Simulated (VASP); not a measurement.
# BaRhO3 (P4/mmm) in VASP: further runs, part 2 of 2

VASP 6.6.1. Earlier steps stand in the parts before.

## Step 4: Single point, LDA

This run uses another cell than the first one, of 13.59 Å³/atom.

INCAR

```
SYSTEM = BaRhO3
ALGO = Normal
EDIFF = 1E-6
ENCUT = 520
GGA = CA
ISIF = 2
ISMEAR = -1
LASPH = .True.
LCHARG = .True.
LELF = .True.
LREAL = .False.
LVHAR = .True.
LWAVE = .False.
NBANDS = 30
NELM = 60
PREC = Accurate
SIGMA = 0.1
```

KPOINTS

```
k-points
0
Gamma
  9 9 9
  0 0 0
```

POSCAR

```
BaRhO3
1.0
    4.0944550000      0.0000000000      0.0000000000
    0.0000000000      4.0944550000      0.0000000000
    0.0000000000      0.0000000000      4.0535104500
Ba Rh O
1 1 3
Direct
    0.0000000000      0.0000000000      0.0000000000
    0.5000000000      0.5000000000      0.5000000000
    0.5000000000      0.0000000000      0.5000000000
    0.0000000000      0.5000000000      0.5000000000
    0.5000000000      0.5000000000      0.0000000000
```

Started as:

```
cat potpaw_LDA.64/Ba_sv/POTCAR potpaw_LDA.64/Rh_pv/POTCAR potpaw_LDA.64/O/POTCAR > POTCAR
mpirun -np 1 vasp_std > vasp.out
```

Wall time 2.3 min (1 thread of Intel Xeon 8259CL, shared host); peak memory 0.26 GiB.

Results (log left out):

```yaml
Free_energy: -36.2039 eV
Pressure: -12.9 GPa
Band_gap_on_the_k_mesh: zero (an odd number of electrons rules out a gap without spin polarisation)
```

Stress tensor (GPa, compression positive):
```
-13.02   0.00   0.00
  0.00 -13.02   0.00
  0.00   0.00 -12.56
```

Levels at points of the mesh, in eV from the Fermi level:
```
           k point  band 19  band 20  band 21  band 22  band 23  band 24  band 25  band 26
(0.00, 0.00, 0.00)    -2.05    -1.44    -1.44    -1.43    -0.90    -0.85     3.96     4.05
```

Caveat: the cell stands under tension; spin-orbit coupling is left out, which moves the levels of the heavy elements; an odd number of electrons without spin polarisation forces a metal; a magnetic or distorted state may lie lower.

## Step 5: Single point, LDA

This run uses another cell than the first one, of 13.87 Å³/atom.

INCAR

```
  ALGO = Normal
  EDIFF = 1E-7
  ENCUT = 520
  ISIF = 2
  ISMEAR = -1
  LASPH = True
  LCHARG = False
  LREAL = False
  LWAVE = False
  NBANDS = 30
  NELM = 80
  PREC = Accurate
  SIGMA = 0.1
```

KPOINTS

```
k-points
0
Gamma
  9 9 9
```

POSCAR, as its differences from that of step 4:

```diff
@@ -4,3 +4,3 @@
     0.0000000000      4.0944550000      0.0000000000
-    0.0000000000      0.0000000000      4.0535104500
+    0.0000000000      0.0000000000      4.1353995500
 Ba Rh O
```

Started as:

```
cat potpaw_LDA.64/Ba_sv/POTCAR potpaw_LDA.64/Rh_pv/POTCAR potpaw_LDA.64/O/POTCAR > POTCAR
mpirun -np 1 vasp_std > vasp.out
```

Wall time 2.5 min (1 thread of Intel Xeon 8259CL, shared host); peak memory 0.26 GiB.

Results (log left out):

```
Free energy            : -36.0854 eV
Pressure               : -15.1 GPa
Band gap on the k mesh : zero (an odd number of electrons rules out a gap without spin polarisation)
```

Stress tensor (GPa, compression positive):
```
-14.96   0.00   0.00
  0.00 -14.96   0.00
  0.00   0.00 -15.28
```

Levels at points of the mesh, in eV from the Fermi level:
```tsv
k point	band 20	band 21	band 22	band 23	band 24	band 25
(0.00, 0.00, 0.00)	-1.40	-1.39	-1.39	-0.91	-0.87	3.99
```

Caveat: the cell stands under tension; spin-orbit coupling is left out, which moves the levels of the heavy elements; an odd number of electrons without spin polarisation forces a metal; a magnetic or distorted state may lie lower.

## Step 6: Single point, LDA

This run uses another cell than the first one, of 14.00 Å³/atom.

INCAR

```
SYSTEM = BaRhO3
  PREC = Accurate
  ENCUT = 520
  EDIFF = 1E-7
  ISMEAR = -1
  SIGMA = 0.1
  LREAL = .False.
  LASPH = .True.
  NELM = 60
  ALGO = Normal
  ISIF = 2
  LWAVE = .False.
  LCHARG = .True.
  GGA = CA
  LELF = .True.
  LVHAR = .True.
  NBANDS = 30
```

KPOINTS

```
Automatic mesh
0
Gamma
  9 9 9
  0 0 0
```

POSCAR, as its differences from that of step 5:

```diff
@@ -4,3 +4,3 @@
     0.0000000000      4.0944550000      0.0000000000
-    0.0000000000      0.0000000000      4.1353995500
+    0.0000000000      0.0000000000      4.1763441000
 Ba Rh O
```

Potentials or basis: VASP PAW LDA potentials, release 64 (Ba_sv, Rh_pv, O).

Started as:

```
cat potpaw_LDA.64/Ba_sv/POTCAR potpaw_LDA.64/Rh_pv/POTCAR potpaw_LDA.64/O/POTCAR > POTCAR
mpirun -np 1 vasp_std > vasp.out
```

OUTCAR:

```text
SYSTEM = BaRhO3
   PREC = Accurate
   ENCUT = 520
   EDIFF = 1E-7
   ISMEAR = -1
   LREAL = .False.
   LASPH = .True.
   NELM = 60
   ISIF = 2
   GGA = CA

 ion  position               nearest neighbor table
   1  0.000  0.000  0.000-   5 2.90   5 2.90   5 2.90   5 2.90   4 2.92   4 2.92   4 2.92   4 2.92
                             3 2.92   3 2.92   3 2.92   3 2.92   2 3.57   2 3.57   2 3.57   2 3.57
   2  0.500  0.500  0.500-   3 2.05   4 2.05   3 2.05   4 2.05   5 2.09   5 2.09   1 3.57   1 3.57
                             1 3.57   1 3.57   1 3.57   1 3.57   1 3.57   1 3.57
   3  0.500  0.000  0.500-   2 2.05   2 2.05   1 2.92   1 2.92   1 2.92   1 2.92
   4  0.000  0.500  0.500-   2 2.05   2 2.05   1 2.92   1 2.92   1 2.92   1 2.92
   5  0.500  0.500  0.000-   2 2.09   2 2.09   1 2.90   1 2.90   1 2.90   1 2.90

  LATTYP: Found a simple tetragonal cell.
 ALAT       =     4.0944550000
 C/A-ratio  =     1.0200000000

  Lattice vectors:

 A1 = (   4.0944550000,   0.0000000000,   0.0000000000)
 A2 = (   0.0000000000,   4.0944550000,   0.0000000000)
 A3 = (   0.0000000000,   0.0000000000,   4.1763441000)

Analysis of symmetry for initial positions (statically):
[... 179 lines left out ...]

 val. band max:        3.9170373653   @ k =   0.4444   0.0000   0.1111
 cond. band min:       3.9214051260   @ k =   0.4444   0.1111   0.2222
 fundamental gap:      0.0043677607
 Fermi energy:         3.9188849483

 k-point     1 :       0.0000    0.0000    0.0000
  band No.  band energies     occupation
      1     -43.3075      2.00000
      2     -43.3075      2.00000
      3     -43.2260      2.00000
      4     -21.7402      2.00000
      5     -13.7500      2.00000
      6     -13.1187      2.00000
[... 781 lines left out ...]
     29      11.8331      0.00000
     30      13.3785      0.00000

 [... further k-points ...]

------------------------ aborting loop because EDIFF is reached ----------------------------------------

  FORCE on cell =-STRESS in cart. coord.  units (eV):
  Direction    XX          YY          ZZ          XY          YZ          ZX
  --------------------------------------------------------------------------------------
  -------------------------------------------------------------------------------------
  Total       -6.9196464     -6.9196464     -7.1446851      0.0000000      0.0000000      0.0000000
  in kB     -158.3456025   -158.3456025   -163.4952713      0.0000000      0.0000000      0.0000000
  external PRESSURE =    -160.0621588 kB  Pullay stress =       0.0000000 kB

 VOLUME and BASIS-vectors are now :
 -----------------------------------------------------------------------------
  energy-cutoff  :      520.00
  volume of cell :       70.01
      direct lattice vectors                 reciprocal lattice vectors
     4.094455000  0.000000000  0.000000000     0.244232749  0.000000000  0.000000000
     0.000000000  4.094455000  0.000000000     0.000000000  0.244232749  0.000000000
     0.000000000  0.000000000  4.176344100     0.000000000  0.000000000  0.239443871

 POSITION                                       TOTAL-FORCE (eV/Angst)
 -----------------------------------------------------------------------------------
      0.00000      0.00000      0.00000         0.000000      0.000000      0.000000
      2.04723      2.04723      2.08817         0.000000      0.000000      0.000000
      2.04723      0.00000      2.08817         0.000000      0.000000      0.000000
      0.00000      2.04723      2.08817         0.000000      0.000000      0.000000
      2.04723      2.04723      0.00000         0.000000      0.000000      0.000000
 -----------------------------------------------------------------------------------
    total drift:                                0.000000      0.000000     -0.000000

  FREE ENERGIE OF THE ION-ELECTRON SYSTEM (eV)
  ---------------------------------------------------
  free  energy   TOTEN  =       -36.0182790253 eV

  energy  without entropy=      -35.8216996035  energy(sigma->0) =      -35.91998931
```

stdout:

```text
POSCAR found type information on POSCAR BaRhO
 POSCAR found :  3 types and       5 ions
 scaLAPACK will be used
 LDA part: xc-table for (Slater(with rela. corr.)+CA(PZ))
 , standard interpolation
 POSCAR, INCAR and KPOINTS ok, starting setup
 FFT: planning ... GRIDC
 FFT: planning ... GRID_SOFT
 FFT: planning ... GRID
 WAVECAR not read
 entering main loop
```

It took 2.6 min on 1 thread of Intel Xeon 8259CL, shared host; peak memory 0.27 GiB.

Results:

```yaml
Free_energy: -36.0183 eV
Pressure: -16.0 GPa
Band_gap_on_the_k_mesh: zero (an odd number of electrons rules out a gap without spin polarisation)
```

Stress tensor (GPa, compression positive):
```
-15.83   0.00   0.00
  0.00 -15.83   0.00
  0.00   0.00 -16.35
```

Levels at points of the mesh, in eV from the Fermi level:
```tsv
k point	band 18	band 19	band 20	band 21	band 22	band 23	band 24	band 25	band 26	band 27
(0.00, 0.00, 0.00)	-1.94	-1.94	-1.39	-1.35	-1.35	-0.94	-0.85	3.96	4.13	5.13
```

Caveat: the cell stands under tension; spin-orbit coupling is left out, which moves the levels of the heavy elements; an odd number of electrons without spin polarisation forces a metal; a magnetic or distorted state may lie lower.

## Step 7: Single point, LDA

This run uses another cell than the first one, of 14.14 Å³/atom.

INCAR

```
SYSTEM = BaRhO3
PREC = Accurate
ENCUT = 520
EDIFF = 1E-7
ISMEAR = -1
SIGMA = 0.1
LREAL = .False.
LASPH = .True.
NELM = 100
ALGO = Normal
ISIF = 2
LWAVE = .False.
LCHARG = .False.
NBANDS = 30
```

KPOINTS is that of step 6.

POSCAR, as its differences from that of step 6:

```diff
@@ -4,3 +4,3 @@
     0.0000000000      4.0944550000      0.0000000000
-    0.0000000000      0.0000000000      4.1763441000
+    0.0000000000      0.0000000000      4.2172886500
 Ba Rh O
```

Started as:

```
cat potpaw_LDA.64/Ba_sv/POTCAR potpaw_LDA.64/Rh_pv/POTCAR potpaw_LDA.64/O/POTCAR > POTCAR
mpirun -np 1 vasp_std > vasp.out
```

Run time: 3.1 min. Hardware: 1 thread of Intel Xeon 8259CL, shared host; peak memory 0.27 GiB.

The run converged. Its results:

| Property | Result |
| --- | --- |
| Free energy | -35.9469 eV |
| Pressure | -16.8 GPa |
| Band gap on the k mesh | zero (an odd number of electrons rules out a gap without spin polarisation) |

Stress tensor (GPa, compression positive):
```
-16.64   0.00   0.00
  0.00 -16.64   0.00
  0.00   0.00 -17.26
```

Levels at points of the mesh, in eV from the Fermi level:
| k point | band 19 | band 20 | band 21 | band 22 | band 23 | band 24 | band 25 | band 26 |
| --- | --- | --- | --- | --- | --- | --- | --- | --- |
| (0.00, 0.00, 0.00) | -1.89 | -1.37 | -1.32 | -1.32 | -0.96 | -0.84 | 3.93 | 4.18 |

Caveat: the cell stands under tension; spin-orbit coupling is left out, which moves the levels of the heavy elements; an odd number of electrons without spin polarisation forces a metal; a magnetic or distorted state may lie lower.

## Step 8: Overview

| cell | gap on the mesh (eV) | pressure (GPa) |
| --- | --- | --- |
| a = 4.094, b = 4.094, c = 3.972 Å, 5 atoms | none | -10.2 |
| a = 4.094, b = 4.094, c = 4.013 Å, 5 atoms | none | -11.6 |
| a = 4.094, b = 4.094, c = 4.054 Å, 5 atoms | none | -12.9 |
| a = 4.094, b = 4.094, c = 4.135 Å, 5 atoms | none | -15.1 |
| a = 4.094, b = 4.094, c = 4.176 Å, 5 atoms | none | -16.0 |
| a = 4.094, b = 4.094, c = 4.217 Å, 5 atoms | none | -16.8 |

Alike in all rows: task single point; level LDA; potentials or basis VASP PAW LDA potentials, release 64 (Ba_sv, Rh_pv, O); no spin polarisation; k mesh 9 × 9 × 9; cutoff (eV) 520; smearing fermi-dirac 0.1 eV.

Caveats: the cell stands under tension; spin-orbit coupling is left out, which moves the levels of the heavy elements; an odd number of electrons without spin polarisation forces a metal; a magnetic or distorted state may lie lower.

Absolute energies hang on the potentials; compare differences alone.
